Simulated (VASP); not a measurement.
# Na2MoH6 (P4/mmm) in VASP: further runs

Runs on Na2MoH6. Level: PBE. Tasks: relaxation of cell and atoms.

Program: VASP 6.6.1. These are calculated values, not measurements. Logs are shortened: lines on timing, memory, paths and dates and some standing lists are left out, and cuts for length are marked.

## Step 1: The cell of the first run

Symmetry: P4/mmm, No. 123, tetragonal system. Conventional cell: a = 3.436 Å, b = 3.436 Å, c = 8.606 Å, α = 90.00°, β = 90.00°, γ = 90.00°. Within 3.2 Å of Na (site symmetry 4mm) lie 12 H at 2.44 to 3.09 Å. H (site symmetry mmm) has 2 Mo at 1.72 Å within 2.3 Å. H (site symmetry mmm) has 8 H at 2.43 to 3.01 Å and 4 Na at 2.44 Å within 3.2 Å. H (site symmetry 4mm) has 1 Mo at 1.83 Å within 2.4 Å. Mo (site symmetry 4/mmm) has 6 H at 1.72 to 1.83 Å within 2.3 Å.

## Step 2: Relaxation of cell and atoms, PBE (atoms taken out)

The input, INCAR:

```
SYSTEM = Na2MoH6
PREC     = Accurate       ! precision mode
ENCUT    = 600            ! plane-wave cutoff, eV
EDIFF    = 1E-6           ! SCF threshold, eV
ISMEAR   = 0              ! smearing method
SIGMA    = 0.1            ! smearing width, eV
LREAL    = .False.        ! projectors in reciprocal space
LASPH    = .True.         ! aspherical terms in the spheres
NELM     = 100            ! most SCF steps
ALGO     = Normal         ! electronic algorithm
ISIF     = 3              ! what is computed and relaxed
LWAVE    = .False.        ! write WAVECAR
LCHARG   = .False.        ! write CHGCAR
GGA      = PE             ! functional
IBRION   = 2              ! ionic algorithm
NSW      = 90             ! ionic steps
EDIFFG   = -0.04          ! ionic threshold
```

The input, KPOINTS:

```
regular mesh
0
Gamma
  6 6 2
  0 0 0
```

The input, POSCAR:

```
Na2MoH6
1.0
    3.4358624860      0.0000000000      0.0000000000
    0.0000000000      3.4358624860      0.0000000000
    0.0000000000      0.0000000000      8.6059739960
Na H Mo
2 6 1
Direct
    0.5000000000      0.5000000000      0.2983213025
    0.5000000000      0.5000000000      0.7016786975
    0.5000000000      0.0000000000      0.0000000000
    0.5000000000      0.0000000000      0.5000000000
    0.0000000000      0.5000000000      0.0000000000
    0.0000000000      0.5000000000      0.5000000000
    0.0000000000      0.0000000000      0.2126984802
    0.0000000000      0.0000000000      0.7873015198
    0.0000000000      0.0000000000      0.0000000000
```

Potentials or basis: VASP PAW PBE potentials, release 64 (Na_pv, H, Mo_sv).

On the command line:

```sh
cat potpaw_PBE.64/Na_pv/POTCAR potpaw_PBE.64/H/POTCAR potpaw_PBE.64/Mo_sv/POTCAR > POTCAR
mpirun -np 1 vasp_std > vasp.out
```

OUTCAR:

```text
SYSTEM = Na2MoH6
   PREC = Accurate
   ENCUT = 600
   EDIFF = 1E-6
   ISMEAR = 0
   LREAL = .False.
   LASPH = .True.
   NELM = 100
   ISIF = 3
   GGA = PE
   IBRION = 2
   NSW = 90
   EDIFFG = -0.04

 ion  position               nearest neighbor table
   1  0.500  0.500  0.298-
   2  0.500  0.500  0.702-
   3  0.500  0.000  0.000-   9 1.72   9 1.72
   4  0.500  0.000  0.500-
   5  0.000  0.500  0.000-   9 1.72   9 1.72
   6  0.000  0.500  0.500-
   7  0.000  0.000  0.213-   9 1.83
   8  0.000  0.000  0.787-   9 1.83
   9  0.000  0.000  0.000-   3 1.72   5 1.72   5 1.72   3 1.72   7 1.83   8 1.83

  LATTYP: Found a simple tetragonal cell.
 ALAT       =     3.4358624860
 C/A-ratio  =     2.5047492532

  Lattice vectors:

 A1 = (   3.4358624860,   0.0000000000,   0.0000000000)
 A2 = (   0.0000000000,   3.4358624860,   0.0000000000)
 A3 = (   0.0000000000,   0.0000000000,   8.6059739960)

Analysis of symmetry for initial positions (statically):
=====================================================================
 Subroutine PRICEL returns:
 Original cell was already a primitive cell.

 Routine SETGRP: Setting up the symmetry group for a
 simple tetragonal supercell.

 Subroutine GETGRP returns: Found 16 space group operations
 (whereof 16 operations were pure point group operations)
 out of a pool of 16 trial point group operations.

The static configuration has the point symmetry D_4h.

Analysis of symmetry for dynamics (positions and initial velocities):
=====================================================================
 Subroutine PRICEL returns:
 Original cell was already a primitive cell.

 Routine SETGRP: Setting up the symmetry group for a
 simple tetragonal supercell.

 Subroutine GETGRP returns: Found 16 space group operations
 (whereof 16 operations were pure point group operations)
 out of a pool of 16 trial point group operations.

The dynamic configuration has the point symmetry D_4h.

 Subroutine INISYM returns: Found 16 space group operations
 (whereof 16 operations are pure point group operations),
 and found     1 'primitive' translations

----------------------------------------------------------------------------------------

                                     Primitive cell

  volume of cell :     101.5948

  direct lattice vectors                    reciprocal lattice vectors
     3.435862486  0.000000000  0.000000000     0.291047737  0.000000000  0.000000000
     0.000000000  3.435862486  0.000000000     0.000000000  0.291047737  0.000000000
     0.000000000  0.000000000  8.605973996     0.000000000  0.000000000  0.116198353

  length of vectors
     3.435862486  3.435862486  8.605973996     0.291047737  0.291047737  0.116198353

  position of ions in fractional coordinates (direct lattice)
     0.500000000  0.500000000  0.298321302
     0.500000000  0.500000000  0.701678698
     0.500000000  0.000000000  0.000000000
     0.500000000  0.000000000  0.500000000
     0.000000000  0.500000000  0.000000000
     0.000000000  0.500000000  0.500000000
     0.000000000  0.000000000  0.212698480
     0.000000000  0.000000000  0.787301520
     0.000000000  0.000000000  0.000000000

  ion indices of the primitive-cell ions
   primitive index   ion index
                 1           1
                 2           2
                 3           3
                 4           4
                 5           5
                 6           6
                 7           7
                 8           8
                 9           9

----------------------------------------------------------------------------------------

 KPOINTS: regular mesh
[... 53 lines left out ...]
 SYSTEM =  Na2MoH6
   PREC   = accura    normal or accurate (medium, high low for compatibility)
   ISTART =      0    job   : 0-new  1-cont  2-samecut
   ICHARG =      2    charge: 1-file 2-atom 10-const
   ISPIN  =      1    spin polarized calculation?
   LNONCOLLINEAR =      F non collinear calculations
   LSORBIT =      F    spin-orbit coupling
   LASPH  =      T    aspherical Exc in radial PAW
   ENCUT  =  600.0 eV  44.10 Ry    6.64 a.u.   6.86  6.86 17.19*2*pi/ulx,y,z
   NELM   =    100;   NELMIN=  2; NELMDL= -5     # of ELM steps
   EDIFF  = 0.1E-05   stopping-criterion for ELM
   LREAL  =      F    real-space projection
   EDIFFG = -.4E-01   stopping-criterion for IOM
   NSW    =     90    number of steps for IOM
   IBRION =      2    ionic relax: 0-MD 1-quasi-New 2-CG
   NFREE  =      1    steps in history (QN), initial steepest desc. (CG)
   ISIF   =      3    stress and relaxation
   ISYM   =      2    0-nonsym 1-usesym 2-fastsym
   POTIM  = 0.5000    time-step for ionic-motion
   TEBEG  =    0.0;   TEEND  =   0.0 temperature during run
   PSTRESS=    0.0 pullay stress
   NELECT =      34.0000    total number of electrons
   NUPDOWN=      -1.0000    fix difference up-down
   EMIN   =  10.00;   EMAX   =-10.00  energy-range for DOS
   EFERMI =   0.00;   METHOD = LEGACY
[... 41 lines left out ...]
  --------------------------------------------------------------------------------------
  -------------------------------------------------------------------------------------
  Total       -0.1726660     -0.1726660     -0.0733437      0.0000000      0.0000000      0.0000000
  in kB       -2.7229884     -2.7229884     -1.1566500      0.0000000      0.0000000      0.0000000
  external PRESSURE =      -2.2008756 kB  Pullay stress =       0.0000000 kB

 VOLUME and BASIS-vectors are now :
 -----------------------------------------------------------------------------
  energy-cutoff  :      600.00
  volume of cell :      101.59
      direct lattice vectors                 reciprocal lattice vectors
     3.435862486  0.000000000  0.000000000     0.291047737  0.000000000  0.000000000
     0.000000000  3.435862486  0.000000000     0.000000000  0.291047737  0.000000000
     0.000000000  0.000000000  8.605973996     0.000000000  0.000000000  0.116198353

 POSITION                                       TOTAL-FORCE (eV/Angst)
 -----------------------------------------------------------------------------------
      1.71793      1.71793      2.56735        -0.000000      0.000000      0.016329
      1.71793      1.71793      6.03863         0.000000     -0.000000     -0.016329
      1.71793      0.00000      0.00000         0.000000      0.000000      0.000000
      1.71793      0.00000      4.30299         0.000000      0.000000      0.000000
      0.00000      1.71793      0.00000         0.000000      0.000000      0.000000
      0.00000      1.71793      4.30299         0.000000      0.000000      0.000000
      0.00000      0.00000      1.83048         0.000000      0.000000      0.045078
      0.00000      0.00000      6.77550         0.000000      0.000000     -0.045078
      0.00000      0.00000      0.00000         0.000000      0.000000      0.000000
 -----------------------------------------------------------------------------------
    total drift:                                0.000000      0.000000      0.000000

  FREE ENERGIE OF THE ION-ELECTRON SYSTEM (eV)
  ---------------------------------------------------
  free  energy   TOTEN  =       -30.2157472659 eV

  energy  without entropy=      -30.2055219582  energy(sigma->0) =      -30.21063461

--------------------------------------- Ionic step        2  -------------------------------------------

 number of electron      34.0000013 magnetization

 Free energy of the ion-electron system (eV)
  ---------------------------------------------------
  ext. energy  EPLUGINS =         0.00000000
  ---------------------------------------------------
  free energy    TOTEN  =       -30.21622386 eV

  energy without entropy =      -30.20605067  energy(sigma->0) =      -30.21113727

 E-fermi :   0.7432     XC(G=0):  -8.5971

 val. band max:        0.6972441612   @ k =   0.3333   0.3333   0.5000
 cond. band min:       0.8157324560   @ k =   0.3333   0.0000   0.0000
 fundamental gap:      0.1184882947
 Fermi energy:         0.7431809255

 k-point     1 :       0.0000    0.0000    0.0000
  band No.  band energies     occupation
      1     -60.1273      2.00000
      2     -34.1950      2.00000
      3     -34.1950      2.00000
      4     -34.1304      2.00000
      5     -22.0000      2.00000
      6     -21.9850      2.00000
[... 489 lines left out ...]
     21       3.8707      0.00000
     22       6.2488      0.00000

------------------------ aborting loop because EDIFF is reached ----------------------------------------

  FORCE on cell =-STRESS in cart. coord.  units (eV):
  Direction    XX          YY          ZZ          XY          YZ          ZX
  --------------------------------------------------------------------------------------
  -------------------------------------------------------------------------------------
  Total       -0.0903288     -0.0903288     -0.1116073      0.0000000      0.0000000      0.0000000
  in kB       -1.4277117     -1.4277117     -1.7640336      0.0000000      0.0000000      0.0000000
  external PRESSURE =      -1.5398190 kB  Pullay stress =       0.0000000 kB

 VOLUME and BASIS-vectors are now :
 -----------------------------------------------------------------------------
  energy-cutoff  :      600.00
  volume of cell :      101.37
      direct lattice vectors                 reciprocal lattice vectors
     3.432682456  0.000000000  0.000000000     0.291317363  0.000000000  0.000000000
     0.000000000  3.432682456 -0.000000000     0.000000000  0.291317363 -0.000000000
    -0.000000000  0.000000000  8.602590609     0.000000000  0.000000000  0.116244053

 POSITION                                       TOTAL-FORCE (eV/Angst)
 -----------------------------------------------------------------------------------
      1.71634      1.71634      2.56712        -0.000000      0.000000      0.014575
      1.71634      1.71634      6.03547         0.000000     -0.000000     -0.014575
      1.71634      0.00000      0.00000         0.000000     -0.000000      0.000000
      1.71634      0.00000      4.30130         0.000000     -0.000000      0.000000
      0.00000      1.71634      0.00000         0.000000     -0.000000      0.000000
     -0.00000      1.71634      4.30130         0.000000     -0.000000      0.000000
     -0.00000      0.00000      1.83193        -0.000000      0.000000      0.029965
     -0.00000      0.00000      6.77066         0.000000     -0.000000     -0.029965
      0.00000      0.00000      0.00000         0.000000     -0.000000      0.000000
 -----------------------------------------------------------------------------------
    total drift:                                0.000000      0.000000      0.000000

  FREE ENERGIE OF THE ION-ELECTRON SYSTEM (eV)
  ---------------------------------------------------
  free  energy   TOTEN  =       -30.2162238582 eV

  energy  without entropy=      -30.2060506724  energy(sigma->0) =      -30.21113727

 reached required accuracy - stopping structural energy minimisation
```

It took 38 s on 1 thread of AMD EPYC 9R45 (Zen 5), shared host; peak memory 0.22 GiB.

Results:

| Quantity | Value |
| --- | --- |
| Free energy | -30.2162 eV |
| Relaxed volume | 11.26 Å³/atom |
| Relaxed cell | a = 3.433 Å, b = 3.433 Å, c = 8.603 Å, α = 90.00°, β = 90.00°, γ = 90.00° |
| Space group after relaxing (to 0.1 Å) | P4/mmm (No. 123) |
| Energy gained by relaxing | 0.1 meV/atom |
| Ionic steps | 2 |
| Pressure after relaxing | -0.2 GPa |
| Largest force after relaxing | 0.030 eV/Å |
| Band gap on the k mesh | zero (bands 17 and 18 overlap by 1.52 eV) |

Forces in eV/Å, atoms in the order of the input:
```
Na   0.000  0.000  0.015
Na   0.000  0.000 -0.015
H    0.000  0.000  0.000
H    0.000  0.000  0.000
H    0.000  0.000  0.000
H    0.000  0.000  0.000
H    0.000  0.000  0.030
H    0.000  0.000 -0.030
Mo   0.000  0.000  0.000
```

The path:
```csv
step,energy change (eV),largest force (eV/Å),pressure (GPa),volume (Å³)
1,0.0000,0.0451,-0.22,101.59
2,-0.0005,0.0300,-0.15,101.37
```

Final structure:
```cif
data_structure
_symmetry_space_group_name_H-M 'P 1'
_symmetry_Int_Tables_number 1
_cell_length_a 3.4327
_cell_length_b 3.4327
_cell_length_c 8.6026
_cell_angle_alpha 90.000
_cell_angle_beta 90.000
_cell_angle_gamma 90.000
_cell_volume 101.37
loop_
_atom_site_label
_atom_site_type_symbol
_atom_site_fract_x
_atom_site_fract_y
_atom_site_fract_z
_atom_site_occupancy
Na1 Na 0.50000 0.50000 0.29841 1
Na2 Na 0.50000 0.50000 0.70159 1
H1 H 0.50000 0.00000 0.00000 1
H2 H 0.50000 0.00000 0.50000 1
H3 H 0.00000 0.50000 0.00000 1
H4 H 0.00000 0.50000 0.50000 1
H5 H 0.00000 0.00000 0.21295 1
H6 H 0.00000 0.00000 0.78705 1
Mo1 Mo 0.00000 0.00000 0.00000 1
```

Levels at points of the mesh, in eV from the Fermi level:
```
           k point  band 13  band 14  band 15  band 16  band 17  band 18  band 19  band 20  band 21  band 22
(0.00, 0.00, 0.00)    -4.91    -3.37    -3.14     0.64     0.64     1.13     2.13     5.08     5.24     6.91
(0.50, 0.00, 0.00)    -3.08    -1.91    -1.61    -1.35    -1.18     0.13     0.79     1.91     5.27     5.64
(0.50, 0.50, 0.00)    -2.18    -1.79    -1.07    -0.72    -0.72    -0.63    -0.63     1.04     3.01     5.58
(0.00, 0.00, 0.50)    -4.60    -4.40    -2.20     0.64     0.64     1.13     2.13     3.25     6.44     8.69
(0.50, 0.00, 0.50)    -3.06    -2.46    -1.79    -0.98    -0.71     0.13     0.79     1.85     4.65     5.36
(0.50, 0.50, 0.50)    -2.18    -1.79    -1.13    -0.85    -0.85    -0.49    -0.49     1.04     3.13     5.51
```

Caveat: the k points lie up to 0.37 Å⁻¹ apart in the final cell, too coarse for converged energies and pressures of a metal; the cell differs from its parent crystal (atoms taken out).

## Step 3: Relaxation of cell and atoms, PBE (atoms taken out)

The input, INCAR:

```
SYSTEM = Na2MoH6
  ALGO = Normal
  EDIFF = 1E-7
  EDIFFG = -0.04
  ENCUT = 600
  GGA = PE
  IBRION = 2
  ISIF = 3
  ISMEAR = 0
  LASPH = .TRUE.
  LCHARG = .FALSE.
  LREAL = .FALSE.
  LWAVE = .FALSE.
  NELM = 80
  NSW = 90
  PREC = Accurate
  SIGMA = 0.1
```

The input, KPOINTS:

```
k-points
0
G
  4 4 2
  0 0 0
```

The input, POSCAR:

```
Na2MoH6
1.0
    4.4222191900      0.0000000000      0.0000000000
    0.0000000000      4.4222191900      0.0000000000
    0.0000000000      0.0000000000      8.8444383800
Na H Mo
2 6 1
Direct
    0.5000000000      0.5000000000      0.2500000000
    0.5000000000      0.5000000000      0.7500000000
    0.5000000000      0.0000000000      0.0000000000
    0.5000000000      0.0000000000      0.5000000000
    0.0000000000      0.5000000000      0.0000000000
    0.0000000000      0.5000000000      0.5000000000
    0.0000000000      0.0000000000      0.2500000000
    0.0000000000      0.0000000000      0.7500000000
    0.0000000000      0.0000000000      0.0000000000
```

Potentials or basis: VASP PAW PBE potentials, release 64 (Na_pv, H, Mo_sv).

On the command line:

```sh
cat potpaw_PBE.64/Na_pv/POTCAR potpaw_PBE.64/H/POTCAR potpaw_PBE.64/Mo_sv/POTCAR > POTCAR
mpirun -np 1 vasp_std > vasp.out
```

Wall time 7.5 min (1 thread of AMD EPYC 9R45 (Zen 5), shared host); peak memory 0.32 GiB.

The run converged. Its results:

```yaml
Free_energy: -30.1565 eV
Relaxed_volume: 11.28 Å³/atom
Relaxed_cell: a = 3.434 Å, b = 3.434 Å, c = 8.608 Å, α = 90.00°, β = 90.00°, γ = 90.00°
Space_group_after_relaxing_to_0.1_Å: P4/mmm (No. 123)
Energy_gained_by_relaxing: 531.1 meV/atom
Ionic_steps: 19
Pressure_after_relaxing: 0.1 GPa
Largest_force_after_relaxing: 0.014 eV/Å
Band_gap_on_the_k_mesh: zero (bands 17 and 18 overlap by 1.36 eV)
```

Forces in eV/Å, atoms in the order of the input:
```
Na   0.000  0.000  0.002
Na   0.000  0.000 -0.002
H    0.000  0.000  0.000
H    0.000  0.000  0.000
H    0.000  0.000  0.000
H    0.000  0.000  0.000
H    0.000  0.000  0.014
H    0.000  0.000 -0.014
Mo   0.000  0.000  0.000
```

Step by step:
```
step  energy change (eV)  largest force (eV/Å)  pressure (GPa)  volume (Å³)
   1              0.0000                1.8205          -10.03       172.96
   2             -2.0542                1.2804           -9.53       144.55
   3             -1.2679                7.6772           27.51        78.26
   4             -3.4562                0.5182           -6.56       119.79
   5             -3.7841                1.9831            1.68        99.77
   6             -3.8339                1.0717           -1.88       106.16
   7             -4.3238                0.6859           -0.41        98.65
   8             -4.3978                0.7102            1.10        94.88
   9             -4.3981                0.7125            1.26        94.55
  10             -4.5012                0.5919            1.04        95.19
  11             -4.7162                0.4105            0.70        97.06
  12             -4.5057                0.7829            2.27       100.50
  13             -4.7473                0.2635            0.93        98.09
  14             -4.7494                0.2826            0.89        97.88
  15             -4.7682                0.0901            0.22       100.33
  16             -4.7682                0.0910            0.26       100.19
  17             -4.7760                0.0906           -0.40       101.77
  18             -4.7761                0.1061           -0.50       102.00
  19             -4.7797                0.0140            0.06       101.51
```

Final structure:
```yaml
crystal:
  lattice:
    - [3.43396, 0.00000, 0.00000]
    - [0.00000, 3.43396, 0.00000]
    - [0.00000, 0.00000, 8.60811]
  atoms:
    - { symbol: Na, position: [0.50000, 0.50000, 0.29851] }
    - { symbol: Na, position: [0.50000, 0.50000, 0.70149] }
    - { symbol: H, position: [0.50000, 0.00000, 0.00000] }
    - { symbol: H, position: [0.50000, 0.00000, 0.50000] }
    - { symbol: H, position: [0.00000, 0.50000, 0.00000] }
    - { symbol: H, position: [0.00000, 0.50000, 0.50000] }
    - { symbol: H, position: [0.00000, 0.00000, 0.21258] }
    - { symbol: H, position: [0.00000, 0.00000, 0.78742] }
    - { symbol: Mo, position: [0.00000, 0.00000, 0.00000] }
```

Levels at points of the mesh, in eV from the Fermi level:
| k point | band 15 | band 16 | band 17 | band 18 | band 19 | band 20 |
| --- | --- | --- | --- | --- | --- | --- |
| (0.00, 0.00, 0.00) | -3.15 | 0.69 | 0.69 | 1.16 | 2.12 | 5.09 |
| (0.50, 0.00, 0.00) | -1.62 | -1.36 | -1.13 | 0.17 | 0.84 | 1.95 |
| (0.50, 0.50, 0.00) | -1.10 | -0.67 | -0.67 | -0.64 | -0.64 | 1.08 |
| (0.00, 0.00, 0.50) | -2.21 | 0.69 | 0.69 | 1.16 | 2.12 | 3.25 |
| (0.50, 0.00, 0.50) | -1.79 | -0.94 | -0.72 | 0.17 | 0.84 | 1.89 |
| (0.50, 0.50, 0.50) | -1.16 | -0.83 | -0.83 | -0.47 | -0.47 | 1.08 |

Caveat: the cell differs from its parent crystal (atoms taken out); the volume moved by over 15 % at a fixed basis, so the end points are rough.
